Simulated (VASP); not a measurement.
Wanted: the native input for a VASP 6.6.1 run.

* Task: single point
* Functional: PBE
* Potentials or basis: VASP PAW PBE potentials, release 64 (Si, S)
* Cutoff: 520 eV
* k mesh: 4 × 4 × 4
* Occupations: gaussian, width 0.1 eV
* Spin: no spin polarisation
* Dipole correction: no
* Further INCAR settings: ALGO = Normal; EDIFF = 1e-06; NBANDS = 17

The structure of Si3S lies in POSCAR:

```
Si3S
1.0
   -2.5267865183      2.5267865183      2.5267865183
    2.5267865183     -2.5267865183      2.5267865183
    2.5267865183      2.5267865183     -2.5267865183
Si S
3 1
Direct
    0.0000000000      0.5000000000      0.5000000000
    0.5000000000      0.0000000000      0.5000000000
    0.5000000000      0.5000000000      0.0000000000
    0.0000000000      0.0000000000      0.0000000000
```

The input as run:

INCAR

```
SYSTEM = Si3S
  PREC = Accurate
  ENCUT = 520
  EDIFF = 1E-6
  ISMEAR = 0
  SIGMA = 0.1
  LREAL = .False.
  LASPH = .True.
  NELM = 100
  ALGO = Normal
  ISIF = 2
  LWAVE = .False.
  LCHARG = .False.
  GGA = PE
  NBANDS = 17
```

KPOINTS

```
regular mesh
0
Gamma
  4 4 4
  0 0 0
```

Potentials or basis: VASP PAW PBE potentials, release 64 (Si, S).

Launch:

```bash
$ cat potpaw_PBE.64/Si/POTCAR potpaw_PBE.64/S/POTCAR > POTCAR
$ mpirun -np 1 vasp_std > vasp.out
```

Results of the run:

| Item | Value |
| --- | --- |
| Pressure | -0.2 GPa |
| Band gap on the k mesh | zero (band 9 reaches 9.22 eV, above the bottom of band 10 at 5.47 eV) |

Caveat: the k points lie up to 0.44 Å⁻¹ apart.

Run time: 5.9 s on 1 thread of AMD EPYC 9R45 96-Core Processor (Zen 5) (shared host), peak memory 0.16 GiB.
